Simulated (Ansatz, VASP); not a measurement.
Ir: VASP beside Ansatz

```
Ir
1.0
     0.00000    1.93606    1.93606
     1.93606    0.00000    1.93606
     1.93606    1.93606    0.00000
Ir
1
Direct
  0.00000 0.00000 0.00000
```

Alike in both runs: task single point; functional PBE; k mesh 14 × 14 × 14; occupations methfessel-paxton of order 1, width 0.3 eV; no spin polarisation.

|  | VASP | Ansatz |
| --- | --- | --- |
| version | VASP 6.6.1 | Ansatz 0.2.0 |
| potentials or method | VASP PAW PBE potentials, release 64 (Ir), cutoff 520 eV | plane waves (420 eV) with PAW, scalar-relativistic |
| valence electrons in the cell | 9 | 17 |

VASP gave:

| Item | Value |
| --- | --- |
| pressure (GPa) | 0.2 |

Task: Estimate Ansatz's values.

Result: Pressure (GPa): -0.3.

With one functional, cell and mesh, what is left measures potentials, basis and numerics. VASP's potentials hold 9 valence electrons a cell and Ansatz's 17, so a difference there can come from the potentials and not from the codes.

Spin-orbit coupling is off throughout.
